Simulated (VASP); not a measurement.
Here is a VASP 6.6.1 calculation.

The input INCAR:

```
SYSTEM = Ge
PREC = Accurate
ENCUT = 600
EDIFF = 1E-6
ISMEAR = -1
SIGMA = 0.08
LREAL = .FALSE.
LASPH = .TRUE.
NELM = 60
ALGO = Normal
ISIF = 3
LWAVE = .FALSE.
LCHARG = .FALSE.
IBRION = 2
NSW = 60
EDIFFG = -0.005
PSTRESS = 1300.0
```

File KPOINTS:

```
Automatic mesh
0
G
  17 17 17
  0 0 0
```

The input POSCAR:

```
Ge
1.0
    2.2251826817      0.0000000000      0.0000000000
    0.0000000000      2.2251826817      0.0000000000
    0.0000000000      0.0000000000      2.2251826817
Ge
1
Direct
    0.0000000000      0.0000000000      0.0000000000
```

Potentials or basis: VASP PAW LDA potentials, release 64 (Ge_d).

Command:

```sh
$ cat potpaw_LDA.64/Ge_d/POTCAR > POTCAR
$ mpirun -np 1 vasp_std > vasp.out
```

**Question.** Estimate the band gap on the k mesh.

**Answer.** Zero (band 7 reaches 23.38 eV, above the bottom of band 8 at 10.67 eV).

**Question.** Predict the relaxed volume.

**Answer.** 11.28 Å³/atom.

**Question.** What does it give for the relaxed cell?

**Answer.** a = 2.242 Å, b = 2.242 Å, c = 2.242 Å, α = 90.00°, β = 90.00°, γ = 90.00°.

**Question.** What does it give for the space group after relaxing (to 0.05 Å)?

**Answer.** Pm-3m (No. 221).

Final structure:
```xyz
1
Lattice="2.2425 0.0000 0.0000 0.0000 2.2425 0.0000 0.0000 0.0000 2.2425" Properties=species:S:1:pos:R:3 pbc="T T T"
Ge    0.0000    0.0000    2.2425
```

Caveat: the cell is relaxed towards a set pressure, so the enthalpy falls and the energy may rise.
